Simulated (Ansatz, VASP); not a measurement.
## MoS2: VASP beside Ansatz

```
Mo S
1.0
     3.18454    0.00000    0.00000
    -1.59227    2.75789    0.00000
     0.00000    0.00000   21.67053
Mo S
2 4
Direct
  0.33333 0.66667 0.85116
  0.66667 0.33333 0.14884
  0.66667 0.33333 0.77963
  0.33333 0.66667 0.07725
  0.66667 0.33333 0.92275
  0.33333 0.66667 0.22037
```

Alike in both runs: functional LDA; k mesh 7 × 7 × 2; occupations fermi-dirac, width 0.05 eV; non-collinear spin, spin-orbit coupling.

|  | VASP | Ansatz |
| --- | --- | --- |
| version | VASP 6.6.1 | Ansatz 0.2.0 |
| potentials or method | VASP PAW LDA potentials, release 64 (Mo_sv, S) | Ansatz PAW |
| plane-wave cutoff (eV) | 520 | 420 |
| valence electrons in the cell | 52 | 52 |
| task | single point | band structure |

|  | VASP | Ansatz | Ansatz less VASP |
| --- | --- | --- | --- |
| rms of the force components (eV/Å) | 0.152 | 0.161 | +0.0084 |

LDA's correlation is that of Perdew and Zunger in VASP and of Perdew and Wang (1992) in Ansatz. Atom by atom the forces differ by 0.008 eV/Å (rms over components).

Noted on Ansatz's run: the k mesh misses the band edges, so the gap on the mesh is wider than the one along the path.
